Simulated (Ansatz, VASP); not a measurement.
**Ta2N: VASP and Ansatz over several settings**

```
CELL_PARAMETERS angstrom
3.11286 0.00000 0.00000
-1.55643 2.69582 0.00000
0.00000 0.00000 4.86984
ATOMIC_POSITIONS crystal
Ta 0.33333 0.66667 0.25471
Ta 0.66667 0.33333 0.74529
N 0.00000 0.00000 0.00000
```

Single points on this cell with VASP 6.6.1 and Ansatz 0.2.0. Each row is one pair of runs. Alike in all rows: spin: off.

| level | k mesh | smearing | VASP's potentials, cutoff | Ansatz's potentials, cutoff | gap on the k mesh at the Fermi level (eV), VASP | gap on the k mesh at the Fermi level (eV), Ansatz | pressure (GPa), VASP | pressure (GPa), Ansatz | rms of the force components (eV/Å), VASP | rms of the force components (eV/Å), Ansatz |
| --- | --- | --- | --- | --- | --- | --- | --- | --- | --- | --- |
| LDA | 10 × 10 × 6 | fermi-dirac, width 0.05 eV | VASP PAW LDA potentials, release 64 (Ta_sv_GW, N), 600 eV | Ansatz PAW, 420 eV | none | none | -13.7 | -14.5 | 0.196 | 0.210 |
| PBE | 10 × 10 × 6 | gaussian, width 0.013 eV | VASP PAW PBE potentials, release 64 (Ta_pv, N), 520 eV | Ansatz PAW, 420 eV | none | none | -0.9 | -1.3 | 0.029 | 0.006 |
| PBE | 10 × 10 × 6 | gaussian, width 0.014 eV | VASP PAW PBE potentials, release 64 (Ta_pv, N), 520 eV | Ansatz PAW, 420 eV | none | none | -0.9 | -1.3 | 0.029 | 0.006 |
| PBE | 10 × 10 × 6 | gaussian, width 0.015 eV | VASP PAW PBE potentials, release 64 (Ta_pv, N), 520 eV | Ansatz PAW, 420 eV | none | none | -0.9 | -1.3 | 0.029 | 0.006 |
| PBEsol+U (Ta d U = 2.0 eV) | 10 × 10 × 6 | gaussian, width 0.1 eV | VASP PAW PBE potentials, release 64 (Ta_pv, N), 520 eV | Ansatz PAW polarizable, 420 eV | none | none | -3.2 | -12.7 | 0.008 | 0.154 |
| B3LYP | 5 × 5 × 3 | fermi-dirac, width 0.05 eV | VASP PAW PBE potentials, release 64 (Ta_pv, N), 520 eV | Ansatz PAW, 420 eV | none | none | 1.6 | 1.3 | 0.162 | 0.181 |
| r2SCAN | 10 × 10 × 6 | fermi-dirac, width 0.05 eV | VASP PAW PBE potentials, release 64 (Ta_sv_GW, N), 660 eV | Ansatz PAW, 500 eV | none | none | -5.5 | -5.3 | 0.069 | 0.048 |

Pressure (GPa): the two programs differ by at most 9.56; rms of the force components (eV/Å): the two programs differ by at most 0.1456.

VASP's potentials hold 27 valence electrons a cell and Ansatz's 31 in some rows, so a difference there can come from the potentials and not from the codes.

A gap of «none» marks a metal or a gap that the smearing closes.

The k mesh is coarse in some rows, so the values compare programs but aren't converged. Spin-orbit coupling is off throughout.
